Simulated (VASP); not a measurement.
Here is a VASP 6.6.1 calculation.

The input INCAR:

```
PREC = Accurate
ENCUT = 520
EDIFF = 1E-6
ISMEAR = -1
SIGMA = 0.0552
LREAL = Auto
LASPH = True
NELM = 100
ALGO = Normal
ISIF = 2
LWAVE = False
LCHARG = True
GGA = PE
LELF = True
LVHAR = True
NBANDS = 77
ISYM = 0
```

Contents of KPOINTS:

```
Automatic mesh
0
Gamma
  1 1 1
```

The input POSCAR:

```
K7NaCl8
1.0
    8.0552110000      0.0523980000     -0.0749070000
    0.0523980000      8.1439380000      0.0866740000
   -0.0749070000      0.0866740000      8.1384140000
Na Cl K
1 8 7
Direct
    0.5749995360      0.3708327414      0.8349484228
    0.3491908933      0.4854480642      0.6596690850
    0.8564533788      0.5146176899      0.7636084106
    0.8066445660      0.8639251372      0.2324766812
    0.9341833423      0.3726161408      0.3046347532
    0.3227759900      0.8180953327      0.2935541970
    0.7137015715      0.0821658150      0.7757362311
    0.3824295828      0.3486421446      0.0718375157
    0.2049819938      0.9178678424      0.7837939074
    0.0598613258      0.6908554948      0.5112613862
    0.0644550147      0.2095149326      0.6129988760
    0.0748995366      0.6254403037      1.0373048221
    0.5871739177      0.1479887967      0.2933252911
    0.1087317524      0.0776025543      1.0583714033
    0.6210870947      0.6472630547      0.4196655384
    0.5454946127      0.7745443630      0.8954808034
```

Potentials or basis: VASP PAW PBE potentials, release 64 (Na_pv, Cl, K_sv).

Command:

```bash
$ cat potpaw_PBE.64/Na_pv/POTCAR potpaw_PBE.64/Cl/POTCAR potpaw_PBE.64/K_sv/POTCAR > POTCAR
$ mpirun -np 1 vasp_gam > vasp.out
```

(1) Predict the largest force.

(2) Estimate the band gap on the k mesh.

(3) What does it give for the pressure?

Answers

(1) 1.069 eV/Å.

(2) 4.29 eV.

(3) 1.2 GPa.

Caveat: the k points lie up to 0.78 Å⁻¹ apart.
